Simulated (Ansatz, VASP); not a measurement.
# GaN: VASP beside Ansatz

The input INCAR:

```
SYSTEM = GaN
ALGO = Normal
EDIFF = 1E-6
ENCUT = 520
GGA = PE
ISIF = 2
ISMEAR = 0
LASPH = .TRUE.
LCHARG = .FALSE.
LREAL = .FALSE.
LWAVE = .FALSE.
NBANDS = 26
NELM = 100
PREC = Accurate
SIGMA = 0.05
```

Contents of KPOINTS:

```
k-points
0
G
  12 12 6
  0 0 0
```

The input POSCAR:

```
GaN
1.0
    3.2184289119      0.0000000000      0.0000000000
   -1.6092144560      2.7872411979      0.0000000000
    0.0000000000      0.0000000000      5.0857395182
Ga N
2 2
Direct
    0.3333333333      0.6666666667      0.9991316867
    0.6666666667      0.3333333333      0.4991316867
    0.3333333333      0.6666666667      0.3758683133
    0.6666666667      0.3333333333      0.8758683133
```

Input for Ansatz:

```yaml
crystal:
  lattice:
    - [3.2184289119, 0.0, 0.0]
    - [-1.609214456, 2.7872411979, 0.0]
    - [0.0, 0.0, 5.0857395182]
  atoms:
    - { symbol: Ga, position: [0.3333333333, 0.6666666667, 0.9991316867] }
    - { symbol: Ga, position: [0.6666666667, 0.3333333333, 0.4991316867] }
    - { symbol: "N", position: [0.3333333333, 0.6666666667, 0.3758683133] }
    - { symbol: "N", position: [0.6666666667, 0.3333333333, 0.8758683133] }
basis:
  ecutwfc: 420
kpoints:
  mp_grid: { grid: [12, 12, 6] }
hamiltonian:
  xc: pbe
scf:
  occupations: { method: gaussian, width: 0.05 }
output:
  forces: true
  stress: true
  eigenvalues: true
```

Change from the starting cell: strain +0.000 along x and y, -0.030 along z, atoms carried along.

Alike in both runs: task single point; functional PBE; k mesh 12 × 12 × 6; occupations gaussian, width 0.05 eV; no spin polarisation.

|  | VASP | Ansatz |
| --- | --- | --- |
| version | VASP 6.6.1 | Ansatz 0.2.0 |
| potentials or method | VASP PAW PBE potentials, release 64 (Ga_d, N), cutoff 520 eV | scalar-relativistic, plane waves, PAW |
| valence electrons in the cell | 36 | 36 |

|  | VASP | Ansatz | Ansatz less VASP |
| --- | --- | --- | --- |
| gap on the k mesh at the Fermi level (eV) | 1.93 | 1.92 | -0.008 |
| least direct gap on the mesh (eV) | 1.93 | 1.92 | -0.008 |
| pressure (GPa) | 5.9 | 5.9 | -0.08 |
| traceless stress, the component that is largest in VASP (GPa) | 7.99 | 8.00 | +0.006 |
| rms of the force components (eV/Å) | 0.204 | 0.208 | +0.0047 |

Atom by atom the forces differ by 0.005 eV/Å (rms over components).
